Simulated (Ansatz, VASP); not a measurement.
## One calculation of MnO, two programs

Contents of POSCAR:

```
MnO
1.0
    0.0000000000      2.1797864204      2.1797864204
    2.1797864204      0.0000000000      2.1797864204
    2.1797864204      2.1797864204      0.0000000000
Mn O
1 1
Direct
    0.0000000000      0.0000000000      0.0000000000
    0.5000000000      0.5000000000      0.5000000000
```

File INCAR.step1:

```
  PREC = Accurate
  ENCUT = 520
  ISMEAR = 0
  SIGMA = 0.1
  LREAL = F
  LASPH = T
  NELM = 150
  ISPIN = 2
  MAGMOM = 4.69 0.28
  LMAXMIX = 4
  NBANDS = 20
  GGA = PE
  ALGO = Normal
  EDIFF = 1E-4
  LWAVE = T
  LCHARG = F
```

File INCAR.step2:

```
  PREC = Accurate
  ENCUT = 520
  EDIFF = 1E-7
  ISMEAR = 0
  SIGMA = 0.1
  LREAL = F
  LASPH = T
  NELM = 150
  ALGO = Normal
  ISIF = 2
  LWAVE = F
  LCHARG = F
  ISPIN = 2
  MAGMOM = 4.69 0.28
  LORBIT = 11
  LMAXMIX = 4
  METAGGA = R2SCAN
  LMIXTAU = T
  NBANDS = 20
  ISTART = 1
```

Contents of KPOINTS:

```
Automatic mesh
0
Gamma
  16 16 16
```

Input for Ansatz:

```yaml
crystal:
  lattice:
    - [0.0, 2.1797864204, 2.1797864204]
    - [2.1797864204, 0.0, 2.1797864204]
    - [2.1797864204, 2.1797864204, 0.0]
  atoms:
    - { symbol: Mn, position: [0.0, 0.0, 0.0], spin: 4.69 }
    - { symbol: O, position: [0.5, 0.5, 0.5], spin: 0.28 }
basis:
  ecutwfc: 500
kpoints:
  mp_grid: { grid: [16, 16, 16] }
hamiltonian:
  xc: r2scan
scf:
  occupations: { method: gaussian, width: 0.1 }
output:
  forces: true
  stress: true
  eigenvalues: true
  populations: true
magnetization:
  spin_polarized: true
```

Alike in both runs: task single point; functional r2SCAN; k mesh 16 × 16 × 16; occupations gaussian, width 0.1 eV; collinear spin.

```csv
,VASP,Ansatz
version,VASP 6.6.1,Ansatz 0.2.0
potentials or method,"VASP PAW PBE potentials, release 64 (Mn_pv, O), cutoff 520 eV","scalar-relativistic, plane waves, PAW"
valence electrons in the cell,19,21
```

VASP gave:

```
gap on the k mesh at the Fermi level (eV)                     : none
pressure (GPa)                                                : 11.4
net moment per atom (μB)                                      : 2.48
size of the moment on the site where the two differ most (μB) : 4.51
```

**Question.** Estimate Ansatz's values.

**Answer.** gap on the k mesh at the Fermi level (eV): none; pressure (GPa): 11.0; net moment per atom (μB): 2.48; size of the moment on the site where the two differ most (μB): 4.20.

VASP's potentials were made for PBE, not for r2SCAN. Site moments also hang on the region over which each program counts them. A gap of «none» marks a metal or a gap that the smearing closes. VASP's potentials hold 19 valence electrons a cell and Ansatz's 21, so a difference there can come from the potentials and not from the codes. Ansatz's warnings: stability check not made.
